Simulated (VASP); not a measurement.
Wanted: the native input for a VASP 6.6.1 run.

```yaml
Task: single point
Functional: PBEsol
Potentials_or_basis: VASP PAW PBE potentials, release 64 (Sr_sv, Ti_sv, O)
Cutoff: 520 eV
k_mesh: 7 × 7 × 7
Occupations: fermi-dirac, width 0.05 eV
Spin: no spin polarisation
Dipole_correction: no
Further_INCAR_settings: ALGO = Normal; EDIFF = 1e-06; NBANDS = 28
```

The structure of SrTiO3 lies in POSCAR:

```
SrTiO3
1.0
    3.9050000000      0.0585750000      0.0585750000
    0.0585750000      3.9050000000      0.0585750000
    0.0585750000      0.0585750000      3.9050000000
Sr Ti O
1 1 3
Direct
    0.0000000000      0.0000000000      0.0000000000
    0.5000000000      0.5000000000      0.5000000000
    0.0000000000      0.5000000000      0.5000000000
    0.5000000000      0.0000000000      0.5000000000
    0.5000000000      0.5000000000      0.0000000000
```

This cell differs from its parent crystal: equal xy, yz and zx shear strains of +3 %.

These files were run (other wordings do the same):

INCAR

```
SYSTEM = SrTiO3
PREC     = Accurate       ! precision mode
ENCUT    = 520            ! plane-wave cutoff, eV
EDIFF    = 1E-6           ! SCF threshold, eV
ISMEAR   = -1             ! smearing method
SIGMA    = 0.05           ! smearing width, eV
LREAL    = .False.        ! projectors in reciprocal space
LASPH    = .True.         ! aspherical terms in the spheres
NELM     = 60             ! most SCF steps
ALGO     = Normal         ! electronic algorithm
ISIF     = 2              ! what is computed and relaxed
LWAVE    = .False.        ! write WAVECAR
LCHARG   = .False.        ! write CHGCAR
GGA      = PS             ! functional
NBANDS   = 28             ! bands
```

KPOINTS

```
Automatic mesh
0
Gamma
  7 7 7
  0 0 0
```

Potentials or basis: VASP PAW PBE potentials, release 64 (Sr_sv, Ti_sv, O).

The run is started by

```console
$ cat potpaw_PBE.64/Sr_sv/POTCAR potpaw_PBE.64/Ti_sv/POTCAR potpaw_PBE.64/O/POTCAR > POTCAR
$ mpirun -np 1 vasp_std > vasp.out
```

It gave:

```
Pressure               : -1.1 GPa
Band gap on the k mesh : 1.77 eV (least direct gap 2.00 eV)
```

Caveat: the cell differs from its parent crystal (equal xy, yz and zx shear strains of +3 %); the PAW data sets were made with another functional, which shifts forces and pressure a little.

Wall time 110 s on 1 thread of Intel Xeon 8259CL, with other jobs on the host, peak memory 0.22 GiB.
